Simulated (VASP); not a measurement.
Ti: single point with PBEsol

Crystal: Ti.

```
Ti
1.0
    -1.56499    1.56499    1.56499
     1.56499   -1.56499    1.56499
     1.56499    1.56499   -1.56499
Ti
1
Direct
  0.00000 0.00000 0.00000
```

This cell differs from its parent crystal: strain -0.025 along x and y, -0.025 along z.

| Item | Value |
| --- | --- |
| Program | VASP 6.6.1 |
| Task | single point |
| Functional | PBEsol |
| Potentials or basis | VASP PAW PBE potentials, release 64 (Ti_sv) |
| Cutoff | 520 eV |
| k mesh | 26 × 26 × 26 |
| Occupations | gaussian, width 0.15 eV |
| Spin | no spin polarisation |
| Dipole correction | no |
| Further INCAR settings | ALGO = Normal; EDIFF = 1e-06; NBANDS = 12 |

```yaml
Pressure: 9.3 GPa
Band_gap_on_the_k_mesh: zero (band 6 reaches 10.40 eV, above the bottom of band 7 at 8.56 eV)
```

Levels at points of the mesh, in eV from the Fermi level:
| k point | band 2 | band 3 | band 4 | band 5 | band 6 | band 7 | band 8 | band 9 | band 10 | band 11 |
| --- | --- | --- | --- | --- | --- | --- | --- | --- | --- | --- |
| (0.00, 0.00, 0.00) | -31.83 | -31.83 | -31.83 | -6.19 | 1.09 | 1.09 | 1.09 | 3.15 | 3.15 | 18.32 |
| (0.50, 0.00, 0.00) | -32.85 | -32.14 | -31.84 | -2.78 | -0.55 | 1.60 | 3.17 | 3.58 | 5.01 | 10.25 |
| (0.50, 0.50, 0.50) | -32.52 | -32.52 | -32.52 | -2.56 | -2.56 | 4.59 | 4.59 | 4.59 | 9.44 | 9.44 |

Run time: 52 s on 1 thread of Intel(R) Xeon(R) Platinum 8559C (Emerald Rapids) (shared host), peak memory 0.19 GiB.

Caveat: the cell differs from its parent crystal (strain -0.025 along x and y, -0.025 along z); the PAW data sets were made with another functional, which shifts forces and pressure a little.
